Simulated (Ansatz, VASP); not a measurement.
**Cr in VASP and in Ansatz**

Contents of INCAR:

```
  PREC = Accurate
  ENCUT = 520
  EDIFF = 1E-6
  ISMEAR = -1
  SIGMA = 0.05
  LREAL = F
  LASPH = T
  NELM = 150
  ALGO = Normal
  ISIF = 2
  LWAVE = F
  LCHARG = F
  ISPIN = 2
  MAGMOM = 2.903 -2.903
  LORBIT = 11
  LMAXMIX = 4
  GGA = RE
  NBANDS = 23
```

The input KPOINTS:

```
regular mesh
0
Gamma
  16 16 16
```

Contents of POSCAR:

```
Cr
1.0
    0.0000000000      2.7760404793      2.7760404793
    2.7760404793      0.0000000000      2.7760404793
    2.7760404793      2.7760404793      0.0000000000
Cr
2
Direct
    0.1250000000      0.1250000000      0.1250000000
    0.8750000000      0.8750000000      0.8750000000
```

Input for Ansatz:

```yaml
crystal:
  lattice:
    - [0.0, 2.7760404793, 2.7760404793]
    - [2.7760404793, 0.0, 2.7760404793]
    - [2.7760404793, 2.7760404793, 0.0]
  atoms:
    - { symbol: Cr, position: [0.125, 0.125, 0.125], spin: 2.903 }
    - { symbol: Cr, position: [0.875, 0.875, 0.875], spin: -2.903 }
hamiltonian:
  xc: revpbe
  pseudopotentials:
    kind: paw
    azcp:
      Cr: "pseudopotentials/Cr.paw.azcp"
basis:
  ecutwfc: 420
  fft_grid_basis: typed
kpoints:
  mp_grid: { grid: [16, 16, 16], shift: [0, 0, 0] }
magnetization:
  spin_polarized: true
scf:
  occupations: { method: fermi_dirac, width: 0.05 }
```

Alike in both runs: task single point; functional revPBE; k mesh 16 × 16 × 16; occupations fermi-dirac, width 0.05 eV; collinear spin.

|  | VASP | Ansatz |
| --- | --- | --- |
| version | VASP 6.6.1 | Ansatz 0.2.0 |
| potentials or method | VASP PAW PBE potentials, release 64 (Cr_pv), cutoff 520 eV | plane waves (420 eV) with PAW, scalar-relativistic |
| valence electrons in the cell | 24 | 28 |

|  | VASP | Ansatz | Ansatz less VASP |
| --- | --- | --- | --- |
| net moment per atom (μB) | 0.00 | 0.00 | 0.000 |
| size of the moment on the site where the two differ most (μB) | 3.13 | 2.90 | -0.233 |

VASP's potentials were made for PBE, not for revPBE. Site moments also hang on the region over which each program counts them. The functional is the same, so the differences come from potentials, cutoffs and numerics. VASP's potentials hold 24 valence electrons a cell and Ansatz's 28, so a difference there can come from the potentials and not from the codes.
